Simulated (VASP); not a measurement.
Wanted: the native input for a VASP 6.6.1 run.

```yaml
Task: single point
Functional: r2SCAN
Dispersion: D4
Potentials_or_basis: VASP PAW PBE potentials, release 64 (P)
Cutoff: 520 eV
k_mesh: 9 × 9 × 9
Occupations: fermi-dirac, width 0.05 eV
Spin: no spin polarisation
Dipole_correction: no
Further_INCAR_settings: ALGO = Normal; EDIFF = 1e-06; NBANDS = 12
```

Crystal: P.

```
P
1.0
     1.72574    0.99635    3.05161
    -1.72574    0.99635    3.05161
     0.00000   -1.99271    3.05161
P
2
Cartesian
  0.0000 0.0000 7.0602
  0.0000 0.0000 2.0946
```

The input as run:

POSCAR

```
P
1.0
    1.7257368486      0.9963546341      3.0516054975
   -1.7257368486      0.9963546341      3.0516054975
    0.0000000000     -1.9927092682      3.0516054975
P
2
Direct
    0.7711983402      0.7711983402      0.7711983402
    0.2288016598      0.2288016598      0.2288016598
```

INCAR.step1

```
PREC = Accurate
ENCUT = 520
ISMEAR = -1
SIGMA = 0.05
LREAL = False
LASPH = True
NELM = 100
NBANDS = 12
GGA = PE
ALGO = Normal
EDIFF = 1E-4
LWAVE = True
LCHARG = False
```

INCAR.step2

```
PREC = Accurate
ENCUT = 520
EDIFF = 1E-6
ISMEAR = -1
SIGMA = 0.05
LREAL = False
LASPH = True
NELM = 100
ALGO = Normal
ISIF = 2
LWAVE = False
LCHARG = True
METAGGA = R2SCAN
LMIXTAU = True
IVDW = 13
VDW_S6 = 1.0
VDW_S8 = 0.6018749
VDW_A1 = 0.51559235
VDW_A2 = 5.77342911
LELF = True
LVHAR = True
NBANDS = 12
ISTART = 1
```

KPOINTS

```
regular mesh
0
Gamma
  9 9 9
```

Potentials or basis: VASP PAW PBE potentials, release 64 (P).

Run with:

```console
$ cat potpaw_PBE.64/P/POTCAR > POTCAR
$ cp INCAR.step1 INCAR
$ mpirun -np 1 vasp_std > vasp.out
$ cp INCAR.step2 INCAR
$ mpirun -np 1 vasp_std > vasp.out
```

Results of the run:

```yaml
Pressure: -0.6 GPa
Largest_force: 0.081 eV/Å
Band_gap_on_the_k_mesh: zero (band 5 reaches 9.75 eV, above the bottom of band 6 at 9.00 eV)
Dispersion_energy_per_atom: -0.173 eV
```

Caveat: the PAW data sets were made with another functional, which shifts forces and pressure a little; pairwise dispersion overbinds metals, which lowers pressure and volume.

Wall time 110 s on 1 thread of Intel(R) Xeon(R) Platinum 8488C (Sapphire Rapids), with other jobs on the host, peak memory 0.16 GiB.
